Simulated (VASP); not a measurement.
**Na: single point with LDA**

Crystal: Na.

```
Na
1.0
    -2.08790    2.10916    2.06141
     2.16568   -2.06095    2.09098
     2.09311    2.06616   -2.01320
Na
1
Direct
  0.00000 0.00000 0.00000
```

This cell differs from its parent crystal: volume scaled by 0.94.

| Quantity | Value |
| --- | --- |
| Program | VASP 6.6.1 |
| Task | single point |
| Functional | LDA |
| Potentials or basis | VASP PAW LDA potentials, release 64 (Na_pv) |
| Cutoff | 520 eV |
| k mesh | 9 × 9 × 9 |
| Occupations | gaussian, width 0.01 eV |
| Spin | no spin polarisation |
| Dipole correction | no |
| Further INCAR settings | ALGO = Normal; EDIFF = 1e-06; NBANDS = 10 |

| Quantity | Value |
| --- | --- |
| Pressure | -0.8 GPa |

Stress tensor (GPa, compression positive):
```
-0.84 -0.04 -0.23
-0.04 -0.72 -0.17
-0.23 -0.17 -0.85
```

Levels at points of the mesh, in eV from the Fermi level:
| k point | band 2 | band 3 | band 4 | band 5 | band 6 | band 7 |
| --- | --- | --- | --- | --- | --- | --- |
| (0.00, 0.00, 0.00) | -24.92 | -24.92 | -3.27 | 11.42 | 11.54 | 11.89 |

Wall time 55 s on 1 thread of AMD EPYC 7R13 Processor (Zen 3) (shared host), peak memory 0.19 GiB.
